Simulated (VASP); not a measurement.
# Br (P6_3/mmc) in VASP: further runs

The runs below take Br through relaxation of cell and atoms, with PBE.

All numbers are computed with VASP 6.6.1; they aren't measurements. Logs are shortened: lines on timing, memory, paths and dates and some standing lists are left out, and cuts for length are marked.

### 1 The cell of the first run

It takes space group P6_3/mmc (No. 194, hexagonal). Conventional cell: a = 3.330 Å, b = 3.330 Å, c = 5.438 Å, α = 90.00°, β = 90.00°, γ = 120.00°. Br (site symmetry -6m2) has 12 Br at 3.33 Å within 4.4 Å.

### 2 Relaxation of cell and atoms, PBE, target pressure 20 GPa, at which the enthalpy is minimised

Contents of INCAR:

```
PREC = Accurate
ENCUT = 600
EDIFF = 1E-7
ISMEAR = -1
SIGMA = 0.01
LREAL = False
LASPH = True
NELM = 100
ALGO = Normal
ISIF = 3
LWAVE = False
LCHARG = False
GGA = PE
IBRION = 2
NSW = 80
EDIFFG = -0.03
PSTRESS = 200.0
```

Contents of KPOINTS:

```
Automatic mesh
0
Gamma
  8 8 4
```

Contents of POSCAR:

```
Br
1.0
    3.3300000000      0.0000000000      0.0000000000
   -1.6650000000      2.8838645946      0.0000000000
    0.0000000000      0.0000000000      5.4378900000
Br
2
Direct
    0.3333333333      0.6666666667      0.2500000000
    0.6666666667      0.3333333333      0.7500000000
```

Potentials or basis: VASP PAW PBE potentials, release 64 (Br).

The run is started by

```bash
cat potpaw_PBE.64/Br/POTCAR > POTCAR
mpirun -np 1 vasp_std > vasp.out
```

OUTCAR:

```text
PREC = Accurate
   ENCUT = 600
   EDIFF = 1E-7
   ISMEAR = -1
   LREAL = False
   LASPH = True
   NELM = 100
   ISIF = 3
   GGA = PE
   IBRION = 2
   NSW = 80
   EDIFFG = -0.03
   PSTRESS = 200.0

 ion  position               nearest neighbor table
   1  0.333  0.667  0.250-
   2  0.667  0.333  0.750-

  LATTYP: Found a hexagonal cell.
 ALAT       =     3.3300000000
 C/A-ratio  =     1.6330000000

  Lattice vectors:

 A1 = (   3.3300000000,   0.0000000000,   0.0000000000)
 A2 = (  -1.6650000000,   2.8838645946,   0.0000000000)
 A3 = (   0.0000000000,   0.0000000000,   5.4378900000)

Analysis of symmetry for initial positions (statically):
=====================================================================
 Subroutine PRICEL returns:
 Original cell was already a primitive cell.

 Routine SETGRP: Setting up the symmetry group for a
 hexagonal supercell.

 Subroutine GETGRP returns: Found 24 space group operations
 (whereof 12 operations were pure point group operations)
 out of a pool of 24 trial point group operations.

The static configuration has the point symmetry D_3d.
 The point group associated with its full space group is D_6h.

Analysis of symmetry for dynamics (positions and initial velocities):
=====================================================================
 Subroutine PRICEL returns:
 Original cell was already a primitive cell.

 Routine SETGRP: Setting up the symmetry group for a
 hexagonal supercell.

 Subroutine GETGRP returns: Found 24 space group operations
 (whereof 12 operations were pure point group operations)
 out of a pool of 24 trial point group operations.

The dynamic configuration has the point symmetry D_3d.
 The point group associated with its full space group is D_6h.

 Subroutine INISYM returns: Found 24 space group operations
 (whereof 12 operations are pure point group operations),
 and found     1 'primitive' translations

----------------------------------------------------------------------------------------

                                     Primitive cell

  volume of cell :      52.2215

  direct lattice vectors                    reciprocal lattice vectors
     3.330000000  0.000000000  0.000000000     0.300300300  0.173378459  0.000000000
    -1.665000000  2.883864595  0.000000000     0.000000000  0.346756918  0.000000000
     0.000000000  0.000000000  5.437890000     0.000000000  0.000000000  0.183894856

  length of vectors
     3.330000000  3.330000000  5.437890000     0.346756918  0.346756918  0.183894856

  position of ions in fractional coordinates (direct lattice)
[... 77 lines left out ...]
   ENCUT  =  600.0 eV  44.10 Ry    6.64 a.u.   6.65  6.65 10.86*2*pi/ulx,y,z
   NELM   =    100;   NELMIN=  2; NELMDL= -5     # of ELM steps
   EDIFF  = 0.1E-06   stopping-criterion for ELM
   LREAL  =      F    real-space projection
   EDIFFG = -.3E-01   stopping-criterion for IOM
   NSW    =     80    number of steps for IOM
   IBRION =      2    ionic relax: 0-MD 1-quasi-New 2-CG
   NFREE  =      1    steps in history (QN), initial steepest desc. (CG)
   ISIF   =      3    stress and relaxation
   ISYM   =      2    0-nonsym 1-usesym 2-fastsym
   POTIM  = 0.5000    time-step for ionic-motion
   TEBEG  =    0.0;   TEEND  =   0.0 temperature during run
   PSTRESS=  200.0 pullay stress
   NELECT =      14.0000    total number of electrons
   NUPDOWN=      -1.0000    fix difference up-down
   EMIN   =  10.00;   EMAX   =-10.00  energy-range for DOS
   EFERMI =   0.00;   METHOD = LEGACY
   ISMEAR =    -1;   SIGMA  =   0.01  broadening in eV -4-tet -1-fermi 0-gaus
   EFERMI_NEDOS =   21; number of points for ismear=-14 and -15
   IALGO  =     38    algorithm
   IMIX   =      4    mixing-type and parameters
     AMIX     =   0.40;   BMIX     =  1.00
     AMIX_MAG =   1.60;   BMIX_MAG =  1.00
  volume/ion in A,a.u.               =      26.11       176.20
  Fermi-wavevector in a.u.,A,eV,Ry     =   1.055604  1.994802 15.160968  1.114300
  Thomas-Fermi vector in A             =   2.190808
   LORBIT       =      0    0 simple, 1 ext, 2 COOP (PROOUT), +10 PAW based schemes
   GGA     = PE    functional components
   LHFCALC =     F    Hartree Fock is set to
   AEXX    =    0.0000 exact exchange contribution
   IVDW    =     0    specifies the selected vdW correction
   LEPSILON=     F    determine dielectric tensor
   LRPA    =     F    only Hartree local field effects (RPA)
 conjugate gradient relaxation of ions
 non-spin polarized calculation
  energy-cutoff  :      600.00
  volume of cell :       52.22
 maximum number of plane-waves:      1764
 NGX is ok and might be reduce to    28
   NGX = 13   NGY = 13   NGZ = 21

--------------------------------------- Ionic step        1  -------------------------------------------

 number of electron      13.9999999 magnetization

 Free energy of the ion-electron system (eV)
  ---------------------------------------------------
  ext. energy  EPLUGINS =         0.00000000
  ---------------------------------------------------
  free energy    TOTEN  =        -1.88171076 eV

  energy without entropy =       -1.87849593  energy(sigma->0) =       -1.88010334

 E-fermi :   1.5992     XC(G=0):  -9.3558

 val. band max:        1.5988729476   @ k =   0.2500   0.1250   0.0000
 cond. band min:       1.6040943056   @ k =   0.3750   0.2500   0.5000
 fundamental gap:      0.0052213580
 Fermi energy:         1.5991957918

 k-point     1 :       0.0000    0.0000    0.0000
  band No.  band energies     occupation
      1     -13.6874      2.00000
      2     -12.2867      2.00000
      3      -2.9113      2.00000
      4       1.8567      0.00000
      5       1.8567      0.00000
      6       2.5012      0.00000
      7       2.5012      0.00000
      8       2.5530      0.00000
      9       9.6755      0.00000
     10       9.9434      0.00000
     11      13.9393      0.00000
[... 431 lines left out ...]
  energy  without entropy=       -1.2660000485  energy(sigma->0) =       -1.26679091

  enthalpy is  TOTEN    =         3.6150287622 eV   P V=        4.8826105369

[... ionic steps 4 to 15 ...]

--------------------------------------- Ionic step       16  -------------------------------------------

 number of electron      14.0000002 magnetization

------------------------ aborting loop because EDIFF is reached ----------------------------------------
[... 71 lines left out ...]
--------------------------------------- Ionic step       18  -------------------------------------------

 number of electron      14.0000000 magnetization

 Free energy of the ion-electron system (eV)
  ---------------------------------------------------
  ext. energy  EPLUGINS =         0.00000000
  ---------------------------------------------------
  free energy    TOTEN  =        -1.62889643 eV

  energy without entropy =       -1.62827473  energy(sigma->0) =       -1.62858558

 E-fermi :   5.0713     XC(G=0): -10.5698

 val. band max:        5.0388817021   @ k =   0.5000   0.0000   0.5000
 cond. band min:       5.0813187961   @ k =   0.3750   0.0000   0.2500
 fundamental gap:      0.0424370941
 Fermi energy:         5.0713157361

 k-point     1 :       0.0000    0.0000    0.0000
  band No.  band energies     occupation
      1     -12.9275      2.00000
      2     -11.8835      2.00000
      3      -1.7236      2.00000
      4       3.6905      2.00000
      5       7.4097      0.00000
      6       7.4097      0.00000
      7       7.7272      0.00000
      8       7.7272      0.00000
      9      11.8029      0.00000
     10      16.4780      0.00000
     11      17.7549      0.00000
[... 355 lines left out ...]
  energy  without entropy=       -1.6282747268  energy(sigma->0) =       -1.62858558

  enthalpy is  TOTEN    =         3.3535244522 eV   P V=        4.9824208806

 reached required accuracy - stopping structural energy minimisation
```

OSZICAR:

```text
N       E                     dE             d eps       ncg     rms          rms(c)
DAV:   1     0.894190660243E+02    0.89419E+02   -0.67926E+03   660   0.122E+03
DAV:   2     0.253451233259E+01   -0.86885E+02   -0.84764E+02  1057   0.191E+02
DAV:   3    -0.184609063814E+01   -0.43806E+01   -0.42652E+01   828   0.505E+01
[... 181 lines left out ...]
DAV:   4    -0.162890554630E+01   -0.16480E-05   -0.38732E-05   741   0.530E-02    0.344E-01
DAV:   5    -0.162889560502E+01    0.99413E-05   -0.52766E-05   735   0.692E-02    0.157E-02
DAV:   6    -0.162889582888E+01   -0.22386E-06   -0.10934E-06   756   0.847E-03    0.112E-02
DAV:   7    -0.162889636135E+01   -0.53247E-06   -0.24240E-08   375   0.214E-03    0.368E-03
DAV:   8    -0.162889642846E+01   -0.67106E-07   -0.45132E-08   330   0.158E-03
  18 F= 0.33535245E+01 E0= 0.33538353E+01  d E =-.531041E-01
```

Run time: 3.3 min. Hardware: 1 thread of Intel Xeon Platinum 8488C (Sapphire Rapids), shared host; peak memory 0.21 GiB.

What came out:

```
Free energy                                            : -1.6289 eV
Relaxed volume                                         : 19.96 Å³/atom
Relaxed cell                                           : a = 2.792 Å, b = 2.792 Å, c = 5.911 Å, α = 90.00°, β = 90.00°, γ = 120.00°
Space group after relaxing (to 0.05 Å)                 : P6_3/mmc (No. 194)
Energy change on relaxing (the enthalpy is what falls) : +126.4 meV/atom
Ionic steps                                            : 18
Pressure after relaxing                                : 20.1 GPa
Band gap on the k mesh                                 : zero (band 7 reaches 7.73 eV, above the bottom of band 8 at 3.58 eV)
```

The path:
```
step  energy change (eV)  largest force (eV/Å)  pressure (GPa)  volume (Å³)
   1              0.0000                0.0000            0.67        52.22
   2              2.1332                0.0000           53.13        31.84
   3              0.6141                0.0000           19.38        39.11
   4              0.6429                0.0000           20.07        38.88
   5              0.6733                0.0000           20.79        38.64
   6              0.6617                0.0000           21.25        38.45
   7              0.6604                0.0000           21.48        38.36
   8              0.6648                0.0000           22.39        38.16
   9              0.6618                0.0000           24.75        37.69
  10              0.8751                0.0000           34.99        36.46
  11              0.6595                0.0000           26.97        37.34
  12              0.7168                0.0000           30.34        36.92
  13              0.6821                0.0000           28.81        37.09
  14              0.6339                0.0000           28.32        37.36
  15              0.5666                0.0000           27.63        37.83
  16              0.4972                0.0000           26.02        38.23
  17              0.3122                0.0000           21.59        39.46
  18              0.2528                0.0000           20.12        39.91
```

Final structure:
```xyz
2
Lattice="2.7923 0.0000 0.0000 -1.3962 2.4182 0.0000 0.0000 0.0000 5.9110" Properties=species:S:1:pos:R:3 pbc="T T T"
Br    0.0000    1.6121    1.4778
Br    1.3962    0.8061    4.4333
```

Levels at points of the mesh, in eV from the Fermi level:
```tsv
k point	band 4	band 5	band 6	band 7	band 8	band 9	band 10	band 11
(0.00, 0.00, 0.00)	-1.38	2.34	2.34	2.66	2.66	6.73	11.41	12.68
(0.50, 0.00, 0.00)	-6.85	-2.84	-1.21	-0.38	0.36	6.57	7.39	8.85
(0.00, 0.00, 0.50)	-4.59	2.50	2.50	2.50	2.50	11.23	11.23	12.70
(0.50, 0.00, 0.50)	-7.28	-1.57	-1.57	-0.03	-0.03	6.36	6.36	8.19
```

Caveat: the cell is relaxed towards a set pressure, so the enthalpy falls and the energy may rise; the volume moved by over 15 % at a fixed basis, so the end points are rough; this functional lacks dispersion, which binds the layers, so the pressure and a relaxed spacing across them are unreliable.

(Part 1 of 2 ends here.)
